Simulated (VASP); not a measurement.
Al2O3:

```xyz
10
Lattice="2.3803 1.3742 4.3319 -2.3803 1.3742 4.3319 0.0000 -2.7485 4.3319" Properties=species:S:1:pos:R:3 pbc="T T T"
Al    0.0000    0.0000   11.0743
Al    0.0000    0.0000    8.4191
Al    0.0000    0.0000    1.9213
Al    0.0000    0.0000    4.5765
O    -1.6503   -0.1099    5.4148
O     0.7300    1.4841    5.4148
O     0.9203   -1.3742    5.4148
O     1.6503    0.1099    7.5808
O    -0.7300   -1.4841    7.5808
O    -0.9203    1.3742    7.5808
```

Program: VASP 6.6.1. Alike in all runs: task single point; potentials or basis VASP PAW PBE potentials, release 64 (Al, O); no spin polarisation; cell as given; cutoff (eV) 520.

Problem. Order these runs on this cell by their band gap on the k mesh, lowest first.
A. level PBE exchange alone; k mesh 7 × 7 × 7; smearing fermi-dirac 0.05 eV; dipole correction no
B. level r2SCAN; k mesh 7 × 7 × 7; smearing fermi-dirac 0.05 eV; dipole correction no
C. level PBE; k mesh 6 × 6 × 6; smearing gaussian 0.03 eV; tolerance level tight; purpose restart; start from scratch

Solution. C (6.22 eV), A (6.53 eV), B (7.13 eV).

A k mesh can miss the band edges, odd and even meshes differently.
